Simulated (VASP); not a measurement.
Here is a VASP 6.6.1 calculation.

File INCAR:

```
PREC = Accurate ; ENCUT = 520
EDIFF = 1E-7 ; ISMEAR = -1
SIGMA = 0.02 ; LREAL = F
LASPH = T ; NELM = 120
ALGO = Normal ; ISIF = 2
LWAVE = F ; LCHARG = F
GGA = PE ; IBRION = 2
NSW = 35 ; EDIFFG = -0.3
GGA_COMPAT = F ; NELMIN = 4
```

Contents of KPOINTS:

```
Automatic mesh
0
Gamma
  1 1 1
```

POSCAR

```
SiH6CO2
1.0
    7.9973950000      0.0000000000      0.0000000000
    0.0000000000      7.9973950000      0.0000000000
    0.0000000000      0.0000000000      7.9973950000
O C H Si
6 3 18 3
Direct
    0.4782967000      0.6047702000     -0.0652491000
    0.6980491000      0.7638176000      0.0205450000
    0.7716208000      0.5066206000      0.5053479000
    0.9130376000      0.2602933000      0.4888565000
    0.1302286000      1.0052924000      0.0739060000
    0.0195975000      0.7728390000     -0.0472305000
    0.5723963000      0.6843495000      0.0501987000
    0.7966994000      0.3431835000      0.5396284000
    0.0269936000      0.8718176000      0.0673631000
    0.5326195000      0.6252593000     -0.1731942000
    0.5174499000      0.6658139000      0.1743972000
    0.8647925000      0.5408302000      0.4334337000
    0.6956907000      0.2975254000      0.6202544000
    0.1945431000      1.0035155000     -0.0304175000
   -0.0487152000      0.8671414000      0.1815308000
    0.3333486000     -0.0291823000      0.7001968000
    0.4905250000      0.1058166000      0.9209941000
    0.6118378000      0.0761528000      0.6451611000
    0.3830171000      0.2693280000      0.6899386000
    0.3624372000      0.7104732000      0.3627330000
    0.0602919000      0.7213455000      0.3462832000
    0.1942993000      0.5638326000      0.5674445000
    0.2050954000      0.8664234000      0.5691395000
    0.3683297000      0.3752481000      0.4848885000
    0.4602659000      0.0917124000      0.4316361000
    0.2817024000      0.2329752000      0.2320354000
    0.5697428000      0.3200596000      0.2656453000
    0.4546821000      0.1055288000      0.7390726000
    0.2055310000      0.7155187000      0.4614001000
    0.4200102000      0.2549988000      0.3535513000
```

Potentials or basis: VASP PAW PBE potentials, release 64 (O, C, H, Si).

Launch:

```console
$ cat potpaw_PBE.64/O/POTCAR potpaw_PBE.64/C/POTCAR potpaw_PBE.64/H/POTCAR potpaw_PBE.64/Si/POTCAR > POTCAR
$ mpirun -np 1 vasp_gam > vasp.out
```

(1) Predict the energy gained by relaxing.

Results:

(1) 25.4 meV/atom.

Caveat: the k points lie up to 0.79 Å⁻¹ apart.
